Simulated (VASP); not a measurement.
Write the native input for VASP 6.6.1 that does the following.

- Task: relaxation of shape and atoms at fixed volume
- Functional: PBEsol
- Potentials or basis: VASP PAW PBE potentials, release 64 (Ti_sv, O)
- Cutoff: 600 eV
- k mesh: 12 × 12 × 8
- Occupations: gaussian, width 0.1 eV
- Spin: no spin polarisation
- Dipole correction: no
- Further INCAR settings: ALGO = Normal; EDIFF = 1e-07; IBRION = 2; EDIFFG = -0.01; NSW = 50; ISIF = 4

The structure of Ti3O lies in POSCAR:

```
Ti3O
1.0
    4.8935813859      0.0000000000      0.0000000000
   -2.4467906929      4.2379657957      0.0000000000
    0.0000000000      0.0000000000      4.7249646875
Ti O
6 2
Direct
    0.0000000000      0.6674444749      0.7500000000
    0.0000000000      0.3325555251      0.2500000000
    0.6674444749      0.0000000000      0.7500000000
    0.6674444749      0.6674444749      0.2500000000
    0.3325555251      0.3325555251      0.7500000000
    0.3325555251      0.0000000000      0.2500000000
    0.0000000000      0.0000000000      0.5000000000
    0.0000000000      0.0000000000      0.0000000000
```

The input as run:

INCAR

```
SYSTEM = Ti3O
PREC = Accurate
ENCUT = 600
EDIFF = 1E-7
ISMEAR = 0
SIGMA = 0.1
LREAL = .False.
LASPH = .True.
NELM = 120
ALGO = Normal
ISIF = 4
LWAVE = .False.
LCHARG = .False.
GGA = PS
IBRION = 2
NSW = 50
EDIFFG = -0.01
GGA_COMPAT = .False.
NELMIN = 4
```

KPOINTS

```
Automatic mesh
0
Gamma
  12 12 8
  0 0 0
```

Potentials or basis: VASP PAW PBE potentials, release 64 (Ti_sv, O).

Launch:

```sh
$ cat potpaw_PBE.64/Ti_sv/POTCAR potpaw_PBE.64/O/POTCAR > POTCAR
$ mpirun -np 1 vasp_std > vasp.out
```

It gave:

```yaml
Energy_gained_by_relaxing: 1.5 meV/atom
Ionic_steps: 5
Pressure_after_relaxing: 17.3 GPa
Band_gap_on_the_k_mesh: zero (bands 42 and 43 overlap by 0.71 eV)
```

Caveat: the PAW data sets were made with another functional, which shifts forces and pressure a little.

Run time: 40 min on 1 thread of Oxide Virtual Turin-like Processor (shared host), peak memory 0.5 GiB.
